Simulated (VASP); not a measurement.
Input of a VASP 6.6.1 run:

INCAR

```
ALGO = Normal
EDIFF = 1E-6
EDIFFG = -0.01
ENCUT = 600
GGA = PE
IBRION = 2
ISIF = 3
ISMEAR = -1
LASPH = T
LCHARG = F
LREAL = F
LWAVE = F
NELM = 80
NSW = 80
PREC = Accurate
SIGMA = 0.1
```

Contents of KPOINTS:

```
k-points
0
Gamma
  15 15 15
```

Contents of POSCAR:

```
Cu
1.0
   -1.4345978267      1.4345978267      1.4345978267
    1.4345978267     -1.4345978267      1.4345978267
    1.4345978267      1.4345978267     -1.4345978267
Cu
1
Direct
    0.0000000000      0.0000000000      0.0000000000
```

Potentials or basis: VASP PAW PBE potentials, release 64 (Cu).

Command:

```bash
$ cat potpaw_PBE.64/Cu/POTCAR > POTCAR
$ mpirun -np 1 vasp_std > vasp.out
```

Question: Predict the relaxed cell.

Answer: a = 2.502 Å, b = 2.502 Å, c = 2.502 Å, α = 109.47°, β = 109.47°, γ = 109.47°.

Question: What does it give for the relaxed volume?

Answer: 12.06 Å³/atom.

Question: What does it give for the space group after relaxing (to 0.05 Å)?

Answer: Im-3m (No. 229).

Final structure:
```
Cu
1.0
    -1.44456    1.44456    1.44456
     1.44456   -1.44456    1.44456
     1.44456    1.44456   -1.44456
Cu
1
Direct
  0.00000 0.00000 0.00000
```
